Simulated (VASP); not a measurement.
# TiO2 (P4_2/mnm) in VASP: further runs, part 3 of 3

VASP 6.6.1. The steps go on from the part before.

### Step 6. Single point, PBE

This run uses another cell than the first one, of 11.98 Å³/atom, 1.041 times its volume.

The input, INCAR:

```
SYSTEM = TiO2
ALGO = Normal ; EDIFF = 1E-6
ENCUT = 520 ; GGA = PE
ISIF = 2 ; ISMEAR = 0
LASPH = .TRUE. ; LCHARG = .FALSE.
LREAL = .FALSE. ; LWAVE = .FALSE.
NBANDS = 33 ; NELM = 60
PREC = Accurate ; SIGMA = 0.05
```

The input, KPOINTS:

```
k-points
0
G
  6 6 10
  0 0 0
```

The input, POSCAR:

```
TiO2
1.0
    4.8601000000      0.0000000000      0.0000000000
    0.0000000000      4.8601000000      0.0000000000
    0.0000000000      0.0000000000      3.0429000000
Ti O
2 4
Direct
    0.0000000000      0.0000000000      0.0000000000
    0.5000000000      0.5000000000      0.5000000000
    0.3050970583      0.3050970583      0.0000000000
    0.1949029417      0.8050970583      0.5000000000
    0.6949029417      0.6949029417      0.0000000000
    0.8050970583      0.1949029417      0.5000000000
```

Potentials or basis: VASP PAW PBE potentials, release 64 (Ti_sv, O).

Command:

```console
> cat potpaw_PBE.64/Ti_sv/POTCAR potpaw_PBE.64/O/POTCAR > POTCAR
> mpirun -np 1 vasp_std > vasp.out
```

OUTCAR:

```text
SYSTEM = TiO2
   EDIFF = 1E-6
   ENCUT = 520
   GGA = PE
   ISIF = 2
   ISMEAR = 0
   LASPH = .TRUE.
   LREAL = .FALSE.
   NELM = 60
   PREC = Accurate

 ion  position               nearest neighbor table
   1  0.000  0.000  0.000-   4 2.03   6 2.03   4 2.03   6 2.03   5 2.10   3 2.10
   2  0.500  0.500  0.500-   3 2.03   5 2.03   3 2.03   5 2.03   4 2.10   6 2.10
   3  0.305  0.305  0.000-   2 2.03   2 2.03   1 2.10
   4  0.195  0.805  0.500-   1 2.03   1 2.03   2 2.10
   5  0.695  0.695  0.000-   2 2.03   2 2.03   1 2.10
   6  0.805  0.195  0.500-   1 2.03   1 2.03   2 2.10

  LATTYP: Found a simple tetragonal cell.
 ALAT       =     4.8601000000
 C/A-ratio  =     0.6260982284

  Lattice vectors:

 A1 = (   4.8601000000,   0.0000000000,   0.0000000000)
 A2 = (   0.0000000000,   4.8601000000,   0.0000000000)
 A3 = (   0.0000000000,   0.0000000000,   3.0429000000)

Analysis of symmetry for initial positions (statically):
=====================================================================
 Subroutine PRICEL returns:
 Original cell was already a primitive cell.

 Routine SETGRP: Setting up the symmetry group for a
 simple tetragonal supercell.

 Subroutine GETGRP returns: Found 16 space group operations
 (whereof  8 operations were pure point group operations)
 out of a pool of 16 trial point group operations.

The static configuration has the point symmetry D_2h.
 The point group associated with its full space group is D_4h.

Analysis of symmetry for dynamics (positions and initial velocities):
=====================================================================
 Subroutine PRICEL returns:
 Original cell was already a primitive cell.

 Routine SETGRP: Setting up the symmetry group for a
 simple tetragonal supercell.

 Subroutine GETGRP returns: Found 16 space group operations
 (whereof  8 operations were pure point group operations)
 out of a pool of 16 trial point group operations.

The dynamic configuration has the point symmetry D_2h.
 The point group associated with its full space group is D_4h.

 Subroutine INISYM returns: Found 16 space group operations
 (whereof  8 operations are pure point group operations),
 and found     1 'primitive' translations

----------------------------------------------------------------------------------------

                                     Primitive cell

  volume of cell :      71.8750

  direct lattice vectors                    reciprocal lattice vectors
     4.860100000  0.000000000  0.000000000     0.205757083  0.000000000  0.000000000
     0.000000000  4.860100000  0.000000000     0.000000000  0.205757083  0.000000000
     0.000000000  0.000000000  3.042900000     0.000000000  0.000000000  0.328633869

  length of vectors
     4.860100000  4.860100000  3.042900000     0.205757083  0.205757083  0.328633869

  position of ions in fractional coordinates (direct lattice)
     0.000000000  0.000000000  0.000000000
     0.500000000  0.500000000  0.500000000
     0.305097058  0.305097058  0.000000000
     0.194902942  0.805097058  0.500000000
     0.694902942  0.694902942  0.000000000
     0.805097058  0.194902942  0.500000000

  ion indices of the primitive-cell ions
   primitive index   ion index
[... 26 lines left out ...]
     0.000000000  0.000000000  0.000000000

 Subroutine IBZKPT returns following result:
 ===========================================

 Found     60 irreducible k-points:

 Following reciprocal coordinates:
            Coordinates               Weight
  0.000000  0.000000  0.000000      1.000000
  0.166667  0.000000  0.000000      4.000000
  0.333333  0.000000  0.000000      4.000000
  0.500000  0.000000  0.000000      2.000000
  0.166667  0.166667  0.000000      4.000000
  0.333333  0.166667  0.000000      8.000000
[... 16 lines left out ...]
  0.333333  0.000000  0.200000      8.000000
  0.500000  0.000000  0.200000      4.000000
 [... further k-points ...]
   k-points           NKPTS =     60   k-points in BZ     NKDIM =     60   number of bands    NBANDS=     33
   number of dos      NEDOS =    301   number of ions     NIONS =      6
   total plane-waves  NPLWV =  31104
   dimension x,y,z NGX =    36 NGY =   36 NGZ =   24
   dimension x,y,z NGXF=    72 NGYF=   72 NGZF=   48
   ions per type =               2   4
   NGX,Y,Z   is equivalent  to a cutoff of  12.31, 12.31, 13.11 a.u.
   NGXF,Y,Z  is equivalent  to a cutoff of  24.63, 24.63, 26.22 a.u.
 SYSTEM =  TiO2
   PREC   = accura    normal or accurate (medium, high low for compatibility)
   ISTART =      0    job   : 0-new  1-cont  2-samecut
   ICHARG =      2    charge: 1-file 2-atom 10-const
   ISPIN  =      1    spin polarized calculation?
   LNONCOLLINEAR =      F non collinear calculations
   LSORBIT =      F    spin-orbit coupling
   LASPH  =      T    aspherical Exc in radial PAW
   ENCUT  =  520.0 eV  38.22 Ry    6.18 a.u.   9.04  9.04  5.66*2*pi/ulx,y,z
   NELM   =     60;   NELMIN=  2; NELMDL= -5     # of ELM steps
   EDIFF  = 0.1E-05   stopping-criterion for ELM
   LREAL  =      F    real-space projection
   EDIFFG = 0.1E-04   stopping-criterion for IOM
   NSW    =      0    number of steps for IOM
   IBRION =     -1    ionic relax: 0-MD 1-quasi-New 2-CG
   NFREE  =      0    steps in history (QN), initial steepest desc. (CG)
   ISIF   =      2    stress and relaxation
   ISYM   =      2    0-nonsym 1-usesym 2-fastsym
   POTIM  = 0.5000    time-step for ionic-motion
   TEBEG  =    0.0;   TEEND  =   0.0 temperature during run
   PSTRESS=    0.0 pullay stress
   NELECT =      48.0000    total number of electrons
   NUPDOWN=      -1.0000    fix difference up-down
   EMIN   =  10.00;   EMAX   =-10.00  energy-range for DOS
   EFERMI =   0.00;   METHOD = LEGACY
   ISMEAR =     0;   SIGMA  =   0.05  broadening in eV -4-tet -1-fermi 0-gaus
   EFERMI_NEDOS =   21; number of points for ismear=-14 and -15
   IALGO  =     38    algorithm
   IMIX   =      4    mixing-type and parameters
     AMIX     =   0.40;   BMIX     =  1.00
     AMIX_MAG =   1.60;   BMIX_MAG =  1.00
  volume/ion in A,a.u.               =      11.98        80.84
  Fermi-wavevector in a.u.,A,eV,Ry     =   1.430966  2.704133 27.860143  2.047663
  Thomas-Fermi vector in A             =   2.550754
   LORBIT       =      0    0 simple, 1 ext, 2 COOP (PROOUT), +10 PAW based schemes
   GGA     = PE    functional components
   LHFCALC =     F    Hartree Fock is set to
   AEXX    =    0.0000 exact exchange contribution
   IVDW    =     0    specifies the selected vdW correction
   LEPSILON=     F    determine dielectric tensor
   LRPA    =     F    only Hartree local field effects (RPA)
 non-spin polarized calculation
 Gauss-broadening in eV      SIGMA  =   0.05
  energy-cutoff  :      520.00
  volume of cell :       71.88
 maximum number of plane-waves:      1960
   NGX = 19   NGY = 19   NGZ = 11

 number of electron      47.9999989 magnetization

 Free energy of the ion-electron system (eV)
  ---------------------------------------------------
  ext. energy  EPLUGINS =         0.00000000
  ---------------------------------------------------
  free energy    TOTEN  =       -53.16525895 eV

  energy without entropy =      -53.16525895  energy(sigma->0) =      -53.16525895

 E-fermi :   3.7538     XC(G=0): -10.6675

 val. band max:        3.3825987275   @ k =   0.0000   0.0000   0.0000
 cond. band min:       4.9742982378   @ k =   0.0000   0.0000   0.0000
 fundamental gap:      1.5916995102
 Fermi energy:         3.7537661256

 k-point     1 :       0.0000    0.0000    0.0000
  band No.  band energies     occupation
      1     -53.8995      2.00000
      2     -53.8921      2.00000
      3     -30.0967      2.00000
      4     -30.0967      2.00000
      5     -30.0122      2.00000
      6     -30.0122      2.00000
[... 853 lines left out ...]
     32       7.7502      0.00000
     33       8.8427      0.00000

 [... further k-points ...]
[... 5 lines left out ...]
  --------------------------------------------------------------------------------------
  -------------------------------------------------------------------------------------
  Total       -8.5893723     -8.5893723     -9.3680562     -0.0000000      0.0000000      0.0000000
  in kB     -191.4669947   -191.4669947   -208.8247553     -0.0000000      0.0000000      0.0000000
  external PRESSURE =    -197.2529149 kB  Pullay stress =       0.0000000 kB

 VOLUME and BASIS-vectors are now :
 -----------------------------------------------------------------------------
  energy-cutoff  :      520.00
  volume of cell :       71.88
      direct lattice vectors                 reciprocal lattice vectors
     4.860100000  0.000000000  0.000000000     0.205757083  0.000000000  0.000000000
     0.000000000  4.860100000  0.000000000     0.000000000  0.205757083  0.000000000
     0.000000000  0.000000000  3.042900000     0.000000000  0.000000000  0.328633869

 POSITION                                       TOTAL-FORCE (eV/Angst)
 -----------------------------------------------------------------------------------
      0.00000      0.00000      0.00000         0.000000      0.000000     -0.000000
      2.43005      2.43005      1.52145         0.000000      0.000000     -0.000000
      1.48280      1.48280      0.00000         0.414515      0.414515      0.000000
      0.94725      3.91285      1.52145        -0.414515      0.414515      0.000000
      3.37730      3.37730      0.00000        -0.414515     -0.414515     -0.000000
      3.91285      0.94725      1.52145         0.414515     -0.414515     -0.000000
 -----------------------------------------------------------------------------------
    total drift:                               -0.000000      0.000000     -0.000000

  FREE ENERGIE OF THE ION-ELECTRON SYSTEM (eV)
  ---------------------------------------------------
  free  energy   TOTEN  =       -53.1652589506 eV

  energy  without entropy=      -53.1652589506  energy(sigma->0) =      -53.16525895
```

It took 4.4 min on 1 thread of Intel Xeon 8259CL, shared host; peak memory 0.25 GiB.

What came out:

| Property | Result |
| --- | --- |
| Free energy | -53.1653 eV |
| Pressure | -19.7 GPa |
| Largest force | 0.586 eV/Å |
| Band gap on the k mesh | 1.59 eV, direct |

Forces in eV/Å, atoms in the order of the input:
```
Ti   0.000  0.000  0.000
Ti   0.000  0.000  0.000
O    0.415  0.415  0.000
O   -0.415  0.415  0.000
O   -0.415 -0.415  0.000
O    0.415 -0.415  0.000
```

Levels at points of the mesh, in eV from the valence-band top:
```
           k point  band 22  band 23  band 24  band 25  band 26  band 27
(0.00, 0.00, 0.00)    -0.39    -0.39     0.00     1.59     1.79     2.14
(0.50, 0.00, 0.00)    -1.33    -0.59    -0.59     2.11     2.11     2.53
(0.50, 0.50, 0.00)    -1.09    -0.98    -0.98     1.60     1.60     2.18
(0.00, 0.00, 0.50)    -1.77    -1.29    -1.29     2.47     2.47     2.79
(0.50, 0.00, 0.50)    -1.74    -0.80    -0.80     1.67     1.67     2.80
(0.50, 0.50, 0.50)    -0.97    -0.65    -0.65     2.21     2.21     2.73
```

A k mesh can miss the band edges. As with any semilocal functional, this PBE gap is likely too small.

### Step 7. Overview

| cell | gap on the mesh (eV) | pressure (GPa) | largest force (eV/Å) |
| --- | --- | --- | --- |
| a = 4.643, b = 4.643, c = 3.201 Å, 6 atoms | 1.56 | -16.1 | 0.09 |
| a = 4.860, b = 4.860, c = 2.964 Å, 6 atoms | 1.71 | -14.8 | 0.55 |
| a = 4.752, b = 4.752, c = 3.122 Å, 6 atoms | 1.55 | -18.3 | 0.31 |
| a = 4.968, b = 4.968, c = 2.885 Å, 6 atoms | 1.73 | -15.2 | 0.81 |
| a = 4.860, b = 4.860, c = 3.043 Å, 6 atoms | 1.59 | -19.7 | 0.59 |

Alike in all rows: task single point; level PBE; potentials or basis VASP PAW PBE potentials, release 64 (Ti_sv, O); no spin polarisation; k mesh 6 × 6 × 10; cutoff (eV) 520; smearing gaussian 0.05 eV.

Total energies depend on the potentials used, so only differences within one code and one set of settings carry meaning.
